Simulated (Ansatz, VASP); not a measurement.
**One calculation of KF, two programs**

```
K F
1.0
     0.00000    3.02424    3.02424
     3.02424    0.00000    3.02424
     3.02424    3.02424    0.00000
K F
1 1
Direct
  0.00000 0.00000 0.00000
  0.25000 0.25000 0.25000
```

Change from the starting cell: species swapped into the MgSe type (F-43m, No. 216).

Alike in both runs: task relaxation of cell and atoms; functional PBE; k mesh 4 × 4 × 4; occupations gaussian, width 0.15 eV; no spin polarisation.

```csv
,VASP,Ansatz
version,VASP 6.6.1,Ansatz 0.2.0
potentials or method,"VASP PAW PBE potentials, release 64 (K_sv, F), cutoff 600 eV","scalar-relativistic, plane waves, PAW"
valence electrons in the cell,16,16
```

```tsv
	VASP	Ansatz	Ansatz less VASP
gap on the k mesh at the Fermi level, each at its own relaxed structure (eV)	5.05	5.03	-0.028
relaxed volume (Å³/atom)	26.32	26.66	+0.341
relaxed cell length with the largest relative difference (Å)	4.207	4.225	+0.0181
```

The k mesh is coarse, so the values compare programs but aren't converged.
